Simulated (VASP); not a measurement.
# Hg (R-3m) in VASP: notebook

The runs below take Hg through relaxation of cell and atoms, single point, with RPBE.

All numbers are computed with VASP 6.6.1; they aren't measurements. Logs are shortened: lines on timing, memory, paths and dates and some standing lists are left out, and cuts for length are marked.

**1. The cell of the first run**

It takes space group R-3m (No. 166, trigonal). The conventional cell has a = 3.458 Å, b = 3.458 Å, c = 6.684 Å, α = 90.00°, β = 90.00°, γ = 120.00°. Within 3.9 Å of Hg (site symmetry -3m) lie 12 Hg at 2.99 to 3.46 Å.

**2. Relaxation of cell and atoms, RPBE**

File INCAR:

```
SYSTEM = Hg
  PREC = Accurate
  ENCUT = 600
  EDIFF = 1E-6
  ISMEAR = -1
  SIGMA = 0.1
  LREAL = .FALSE.
  LASPH = .TRUE.
  NELM = 80
  ALGO = Normal
  ISIF = 3
  LWAVE = .FALSE.
  LCHARG = .FALSE.
  GGA = RP
  IBRION = 2
  NSW = 80
  EDIFFG = -0.01
```

File KPOINTS:

```
regular mesh
0
G
  11 11 11
  0 0 0
```

File POSCAR:

```
Hg
1.0
    1.7290008993      0.9982391346      2.2280000000
   -1.7290008993      0.9982391346      2.2280000000
    0.0000000000     -1.9964782693      2.2280000000
Hg
1
Direct
    1.0000000000      0.0000000000      0.0000000000
```

Potentials or basis: VASP PAW PBE potentials, release 64 (Hg).

Launch:

```sh
cat potpaw_PBE.64/Hg/POTCAR > POTCAR
mpirun -np 1 vasp_std > vasp.out
```

OUTCAR:

```text
SYSTEM = Hg
   PREC = Accurate
   ENCUT = 600
   EDIFF = 1E-6
   ISMEAR = -1
   LREAL = .FALSE.
   LASPH = .TRUE.
   NELM = 80
   ISIF = 3
   GGA = RP
   IBRION = 2
   NSW = 80
   EDIFFG = -0.01

 ion  position               nearest neighbor table
   1  0.000  0.000  0.000-

  LATTYP: Found a trigonal (rhomboedric) cell.
 ALAT       =     2.9916399315
 COS(alpha) =     0.3319610401

  Lattice vectors:

 A1 = (   1.7290008993,   0.9982391346,   2.2280000000)
 A2 = (  -1.7290008993,   0.9982391346,   2.2280000000)
 A3 = (   0.0000000000,  -1.9964782693,   2.2280000000)

Analysis of symmetry for initial positions (statically):
=====================================================================
 Subroutine PRICEL returns:
 Original cell was already a primitive cell.

 Routine SETGRP: Setting up the symmetry group for a
 trigonal (rhombohedral) supercell.

 Subroutine GETGRP returns: Found 12 space group operations
 (whereof 12 operations were pure point group operations)
 out of a pool of 12 trial point group operations.

The static configuration has the point symmetry D_3d.

Analysis of symmetry for dynamics (positions and initial velocities):
=====================================================================
 Subroutine PRICEL returns:
 Original cell was already a primitive cell.

 Routine SETGRP: Setting up the symmetry group for a
 trigonal (rhombohedral) supercell.

 Subroutine GETGRP returns: Found 12 space group operations
 (whereof 12 operations were pure point group operations)
 out of a pool of 12 trial point group operations.

The dynamic configuration has the point symmetry D_3d.

 Subroutine INISYM returns: Found 12 space group operations
 (whereof 12 operations are pure point group operations),
 and found     1 'primitive' translations

----------------------------------------------------------------------------------------

                                     Primitive cell

  volume of cell :      23.0726

  direct lattice vectors                    reciprocal lattice vectors
     1.729000899  0.998239135  2.228000000     0.289184349  0.166960662  0.149611011
    -1.729000899  0.998239135  2.228000000    -0.289184349  0.166960662  0.149611011
     0.000000000 -1.996478269  2.228000000     0.000000000 -0.333921324  0.149611011

  length of vectors
     2.991639931  2.991639931  2.991639932     0.365905596  0.365905596  0.365905596

  position of ions in fractional coordinates (direct lattice)
     0.000000000  0.000000000  0.000000000

  ion indices of the primitive-cell ions
   primitive index   ion index
                 1           1

----------------------------------------------------------------------------------------

 KPOINTS: regular mesh

Automatic generation of k-mesh.
 Grid dimensions read from file:
 generate k-points for:   11   11   11

 Generating k-lattice:

  Cartesian coordinates                     Fractional coordinates (reciprocal lattice)
     0.026289486  0.015178242  0.013601001     0.090909091  0.000000000  0.000000000
    -0.026289486  0.015178242  0.013601001     0.000000000  0.090909091  0.000000000
     0.000000000 -0.030356484  0.013601001    -0.000000000 -0.000000000  0.090909091

  Length of vectors
     0.033264145  0.033264145  0.033264145

  Shift w.r.t. Gamma in fractional coordinates (k-lattice)
     0.000000000  0.000000000  0.000000000

 Subroutine IBZKPT returns following result:
 ===========================================

 Found    146 irreducible k-points:

 Following reciprocal coordinates:
            Coordinates               Weight
  0.000000  0.000000  0.000000      1.000000
  0.090909  0.000000  0.000000      6.000000
  0.181818  0.000000  0.000000      6.000000
  0.272727  0.000000  0.000000      6.000000
  0.363636  0.000000  0.000000      6.000000
  0.454545  0.000000  0.000000      6.000000
[... 16 lines left out ...]
 -0.272727  0.181818 -0.000000     12.000000
 -0.181818  0.181818  0.000000      6.000000
 [... further k-points ...]
   k-points           NKPTS =    146   k-points in BZ     NKDIM =    146   number of bands    NBANDS=     10
   number of dos      NEDOS =    301   number of ions     NIONS =      1
   total plane-waves  NPLWV =  13824
   dimension x,y,z NGX =    24 NGY =   24 NGZ =   24
   dimension x,y,z NGXF=    48 NGYF=   48 NGZF=   48
   ions per type =               1
   NGX,Y,Z   is equivalent  to a cutoff of  13.34, 13.34, 13.34 a.u.
   NGXF,Y,Z  is equivalent  to a cutoff of  26.67, 26.67, 26.67 a.u.
 SYSTEM =  Hg
   PREC   = accura    normal or accurate (medium, high low for compatibility)
   ISTART =      0    job   : 0-new  1-cont  2-samecut
   ICHARG =      2    charge: 1-file 2-atom 10-const
   ISPIN  =      1    spin polarized calculation?
   LNONCOLLINEAR =      F non collinear calculations
   LSORBIT =      F    spin-orbit coupling
   LASPH  =      T    aspherical Exc in radial PAW
   ENCUT  =  600.0 eV  44.10 Ry    6.64 a.u.   5.98  5.98  5.98*2*pi/ulx,y,z
   NELM   =     80;   NELMIN=  2; NELMDL= -5     # of ELM steps
   EDIFF  = 0.1E-05   stopping-criterion for ELM
   LREAL  =      F    real-space projection
   EDIFFG = -.1E-01   stopping-criterion for IOM
   NSW    =     80    number of steps for IOM
   IBRION =      2    ionic relax: 0-MD 1-quasi-New 2-CG
   NFREE  =      1    steps in history (QN), initial steepest desc. (CG)
   ISIF   =      3    stress and relaxation
   ISYM   =      2    0-nonsym 1-usesym 2-fastsym
   POTIM  = 0.5000    time-step for ionic-motion
   TEBEG  =    0.0;   TEEND  =   0.0 temperature during run
   PSTRESS=    0.0 pullay stress
   NELECT =      12.0000    total number of electrons
   NUPDOWN=      -1.0000    fix difference up-down
   EMIN   =  10.00;   EMAX   =-10.00  energy-range for DOS
   EFERMI =   0.00;   METHOD = LEGACY
   ISMEAR =    -1;   SIGMA  =   0.10  broadening in eV -4-tet -1-fermi 0-gaus
   EFERMI_NEDOS =   21; number of points for ismear=-14 and -15
   IALGO  =     38    algorithm
   IMIX   =      4    mixing-type and parameters
     AMIX     =   0.40;   BMIX     =  1.00
     AMIX_MAG =   1.60;   BMIX_MAG =  1.00
  volume/ion in A,a.u.               =      23.07       155.70
  Fermi-wavevector in a.u.,A,eV,Ry     =   1.316547  2.487914 23.582938  1.733297
  Thomas-Fermi vector in A             =   2.446652
   LORBIT       =      0    0 simple, 1 ext, 2 COOP (PROOUT), +10 PAW based schemes
   GGA     = RP    functional components
   LHFCALC =     F    Hartree Fock is set to
   AEXX    =    0.0000 exact exchange contribution
   IVDW    =     0    specifies the selected vdW correction
   LEPSILON=     F    determine dielectric tensor
   LRPA    =     F    only Hartree local field effects (RPA)
 conjugate gradient relaxation of ions
 non-spin polarized calculation
  energy-cutoff  :      600.00
  volume of cell :       23.07
 maximum number of plane-waves:       787
   NGX = 11   NGY = 11   NGZ = 11

--------------------------------------- Ionic step        1  -------------------------------------------

 number of electron      12.0000003 magnetization

 Free energy of the ion-electron system (eV)
  ---------------------------------------------------
  ext. energy  EPLUGINS =         0.00000000
  ---------------------------------------------------
  free energy    TOTEN  =         0.39475747 eV

  energy without entropy =        0.40361053  energy(sigma->0) =        0.39918400

 E-fermi :   3.1651     XC(G=0): -10.8403

 val. band max:        3.1233877577   @ k =  -0.3636   0.3636   0.3636
 cond. band min:       3.2231143247   @ k =  -0.4545   0.1818   0.1818
 fundamental gap:      0.0997265670
 Fermi energy:         3.1651499386

 k-point     1 :       0.0000    0.0000    0.0000
  band No.  band energies     occupation
      1      -6.2175      2.00000
      2      -4.7249      2.00000
      3      -4.7249      2.00000
      4      -3.3967      2.00000
      5      -3.2326      2.00000
      6      -3.2326      2.00000
      7      15.3694      0.00000
      8      15.8564      0.00000
      9      15.8564      0.00000
     10      20.3698      0.00000
[... 287 lines left out ...]
 k-point    24 :      -0.1818    0.1818    0.0000
  band No.  band energies     occupation
      1      -4.9786      2.00000
      2      -4.5005      2.00000
      3      -4.2426      2.00000
      4      -3.3768      2.00000
      5      -3.3686      2.00000
      6      -2.7678      2.00000
      7       9.5194      0.00000
      8      10.7027      0.00000
      9      17.8870      0.00000
     10      19.4272      0.00000

 [... further k-points ...]
[... 5 lines left out ...]
  --------------------------------------------------------------------------------------
  -------------------------------------------------------------------------------------
  Total        1.3086933      1.3086933      1.5515053      0.0000000     -0.0000000      0.0000000
  in kB       90.8766321     90.8766321    107.7376736      0.0000000     -0.0000000      0.0000000
  external PRESSURE =      96.4969793 kB  Pullay stress =       0.0000000 kB
[... 86 lines left out ...]
  FREE ENERGIE OF THE ION-ELECTRON SYSTEM (eV)
  ---------------------------------------------------
  free  energy   TOTEN  =         0.2024451559 eV

  energy  without entropy=        0.2118270701  energy(sigma->0) =        0.20713611

 E-fermi :   0.1428     XC(G=0):  -8.3772

 val. band max:       -0.1385183317   @ k =  -0.4545  -0.4545   0.3636
 cond. band min:       0.3841078496   @ k =  -0.4545   0.0909   0.0909
 fundamental gap:      0.5226261813
 Fermi energy:         0.1428344182

 k-point     1 :       0.0000    0.0000    0.0000
  band No.  band energies     occupation
      1      -6.0211      2.00000
      2      -6.0211      2.00000
      3      -5.9821      2.00000
      4      -5.4969      2.00000
      5      -5.4761      2.00000
      6      -5.4761      2.00000
      7      10.0789      0.00000
      8      10.0789      0.00000
      9      11.0324      0.00000
     10      13.4310      0.00000
[... 287 lines left out ...]
 k-point    24 :      -0.1818    0.1818    0.0000
  band No.  band energies     occupation
      1      -6.0045      2.00000
      2      -5.9086      2.00000
      3      -5.5827      2.00000
      4      -5.5212      2.00000
      5      -5.5092      2.00000
      6      -4.4337      2.00000
      7       5.1984      0.00000
      8       6.3394      0.00000
      9      11.2938      0.00000
     10      14.1492      0.00000

 [... further k-points ...]

[... ionic steps 4 to 11 ...]

--------------------------------------- Ionic step       12  -------------------------------------------

 number of electron      11.9999978 magnetization

------------------------ aborting loop because EDIFF is reached ----------------------------------------

  FORCE on cell =-STRESS in cart. coord.  units (eV):
  Direction    XX          YY          ZZ          XY          YZ          ZX
  --------------------------------------------------------------------------------------
  -------------------------------------------------------------------------------------
  Total        0.0233768      0.0233768     -0.0013815      0.0000000     -0.0000000      0.0000000
  in kB        0.4362945      0.4362945     -0.0257842      0.0000000     -0.0000000      0.0000000
  external PRESSURE =       0.2822682 kB  Pullay stress =       0.0000000 kB
[... 55 lines left out ...]
  energy  without entropy=        0.0336953499  energy(sigma->0) =        0.03369535

--------------------------------------- Ionic step       14  -------------------------------------------

 number of electron      11.9999965 magnetization

 Free energy of the ion-electron system (eV)
  ---------------------------------------------------
  ext. energy  EPLUGINS =         0.00000000
  ---------------------------------------------------
  free energy    TOTEN  =         0.03355806 eV

  energy without entropy =        0.03355806  energy(sigma->0) =        0.03355806

 E-fermi :  -2.4574     XC(G=0):  -4.8495

 val. band max:       -4.4164185611   @ k =  -0.4545  -0.4545   0.3636
 cond. band min:      -0.6229846025   @ k =   0.4545   0.0000   0.0000
 fundamental gap:      3.7934339586
 Fermi energy:        -2.4573714639

 k-point     1 :       0.0000    0.0000    0.0000
  band No.  band energies     occupation
      1      -8.0133      2.00000
      2      -8.0133      2.00000
      3      -7.9624      2.00000
      4      -7.9553      2.00000
      5      -7.9553      2.00000
      6      -5.7438      2.00000
      7       3.1643      0.00000
      8       3.1643      0.00000
      9       4.0033      0.00000
     10       4.1305      0.00000
[... 287 lines left out ...]
 k-point    24 :      -0.1818    0.1818    0.0000
  band No.  band energies     occupation
      1      -8.0054      2.00000
      2      -7.9926      2.00000
      3      -7.9593      2.00000
      4      -7.9585      2.00000
      5      -7.9553      2.00000
      6      -5.3378      2.00000
      7       0.8649      0.00000
      8       1.8790      0.00000
      9       3.5844      0.00000
     10       6.2085      0.00000

 [... further k-points ...]
[... 5 lines left out ...]
  --------------------------------------------------------------------------------------
  -------------------------------------------------------------------------------------
  Total       -0.0066985     -0.0066985     -0.0085751     -0.0000000      0.0000000      0.0000000
  in kB       -0.1224177     -0.1224177     -0.1567122     -0.0000000      0.0000000      0.0000000
  external PRESSURE =      -0.1338492 kB  Pullay stress =       0.0000000 kB
[... 16 lines left out ...]
  FREE ENERGIE OF THE ION-ELECTRON SYSTEM (eV)
  ---------------------------------------------------
  free  energy   TOTEN  =         0.0335580586 eV

  energy  without entropy=        0.0335580610  energy(sigma->0) =        0.03355806

 reached required accuracy - stopping structural energy minimisation
```

Wall time 77 s (1 thread of Intel Xeon 6975P-C (Granite Rapids), shared host); peak memory 0.17 GiB.

What came out:

| Property | Result |
| --- | --- |
| Free energy | 0.0336 eV |
| Relaxed volume | 87.67 Å³/atom |
| Relaxed cell | a = 4.684 Å, b = 4.684 Å, c = 4.684 Å, α = 69.94°, β = 69.94°, γ = 69.94° |
| Space group after relaxing (to 0.1 Å) | R-3m (No. 166) |
| Energy gained by relaxing | 361.2 meV/atom |
| Ionic steps | 14 |
| Pressure after relaxing | 0.0 GPa |
| Band gap on the k mesh | 3.79 eV (least direct gap 4.23 eV) |

Step by step:
| step | energy change (eV) | largest force (eV/Å) | pressure (GPa) | volume (Å³) |
| --- | --- | --- | --- | --- |
| 1 | 0.0000 | 0.0000 | 9.65 | 23.07 |
| 2 | -0.1587 | 0.0000 | 2.53 | 28.03 |
| 3 | -0.1923 | 0.0000 | 1.98 | 30.52 |
| 4 | -0.2550 | 0.0000 | 1.63 | 35.93 |
| 5 | -0.3319 | 0.0000 | 0.44 | 48.60 |
| 6 | -0.3590 | 0.0000 | 0.06 | 82.18 |
| 7 | -0.3469 | 0.0000 | -0.53 | 93.92 |
| 8 | -0.3596 | 0.0000 | 0.04 | 83.89 |
| 9 | -0.3593 | 0.0000 | -0.08 | 86.98 |
| 10 | -0.3605 | 0.0000 | 0.02 | 85.68 |
| 11 | -0.3606 | 0.0000 | 0.04 | 85.27 |
| 12 | -0.3609 | 0.0000 | 0.03 | 85.85 |
| 13 | -0.3611 | 0.0000 | 0.02 | 86.45 |
| 14 | -0.3612 | 0.0000 | -0.01 | 87.67 |

Final structure:
```
CELL_PARAMETERS angstrom
2.68464 1.54998 3.51141
-2.68464 1.54998 3.51141
0.00000 -3.09996 3.51141
ATOMIC_POSITIONS crystal
Hg 0.00000 0.00000 0.00000
```

Caveat: the volume moved by over 15 % at a fixed basis, so the end points are rough; the PAW data sets were made with another functional, which shifts forces and pressure a little; spin-orbit coupling is left out, which moves the levels of the heavy elements; an odd mesh through Γ misses points on the zone boundary, where band edges can lie.

**3. Single point, RPBE**

This run uses another cell than the first one, of 101.43 Å³/atom.

File INCAR:

```
SYSTEM = Hg
  PREC = Accurate
  ENCUT = 520
  EDIFF = 1E-6
  ISMEAR = -1
  SIGMA = 0.1
  LREAL = .FALSE.
  LASPH = .TRUE.
  NELM = 100
  ALGO = Normal
  ISIF = 2
  LWAVE = .FALSE.
  LCHARG = .TRUE.
  GGA = RP
  LELF = .TRUE.
  LVHAR = .TRUE.
  NBANDS = 12
```

File KPOINTS:

```
Automatic mesh
0
G
  11 11 11
  0 0 0
```

File POSCAR:

```
Hg
1.0
    2.7125875537      1.5661131543      3.9793909611
   -2.7125875537      1.5661131543      3.9793909611
    0.0000000000     -3.1322263087      3.9793909610
Hg
1
Direct
    0.0000000000      0.0000000000      0.0000000000
```

Potentials or basis: VASP PAW PBE potentials, release 64 (Hg).

Launch:

```sh
cat potpaw_PBE.64/Hg/POTCAR > POTCAR
mpirun -np 1 vasp_std > vasp.out
```

It took 38 s on 1 thread of Intel Xeon 6975P-C (Granite Rapids), shared host; peak memory 0.35 GiB.

Results (log left out):

```yaml
Free_energy: -0.0348 eV
Pressure: 0.0 GPa
Band_gap_on_the_k_mesh: 4.16 eV (least direct gap 4.41 eV)
```

Levels at points of the mesh, in eV from the valence-band top:
| k point | band 2 | band 3 | band 4 | band 5 | band 6 | band 7 | band 8 | band 9 | band 10 | band 11 |
| --- | --- | --- | --- | --- | --- | --- | --- | --- | --- | --- |
| (0.00, 0.00, 0.00) | -3.37 | -3.36 | -3.35 | -3.35 | -0.88 | 7.53 | 7.53 | 8.03 | 8.13 | 11.22 |

Caveat: the PAW data sets were made with another functional, which shifts forces and pressure a little; spin-orbit coupling is left out, which moves the levels of the heavy elements; an odd mesh through Γ misses points on the zone boundary, where band edges can lie.

(Continued in part 2 of 2.)
